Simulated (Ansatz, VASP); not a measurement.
## Si: VASP beside Ansatz

```
CELL_PARAMETERS angstrom
2.62054 0.00000 0.00000
-1.31027 2.26946 0.00000
0.00000 0.00000 2.42936
ATOMIC_POSITIONS crystal
Si 0.00000 0.00000 0.00000
```

Change from the starting cell: strain +0.000 along x and y, -0.015 along z, atoms carried along.

Alike in both runs: task single point; functional r2SCAN; k mesh 24 × 24 × 20; occupations gaussian, width 0.15 eV; no spin polarisation.

|  | VASP | Ansatz |
| --- | --- | --- |
| version | VASP 6.6.1 | Ansatz 0.2.0 |
| potentials or method | VASP PAW PBE potentials, release 64 (Si), cutoff 520 eV | scalar-relativistic, plane waves, PAW |
| valence electrons in the cell | 4 | 4 |

VASP gave:

- gap on the k mesh at the Fermi level (eV): none
- pressure (GPa): 4.1
- traceless stress, the component that is largest in VASP (GPa): 2.76

Task: What did Ansatz give for the same quantities?

Result: gap on the k mesh at the Fermi level (eV): none; pressure (GPa): 4.2; traceless stress, the component that is largest in VASP (GPa): 2.86.

VASP's potentials were made for PBE, not for r2SCAN. A gap of «none» marks a metal or a gap that the smearing closes.
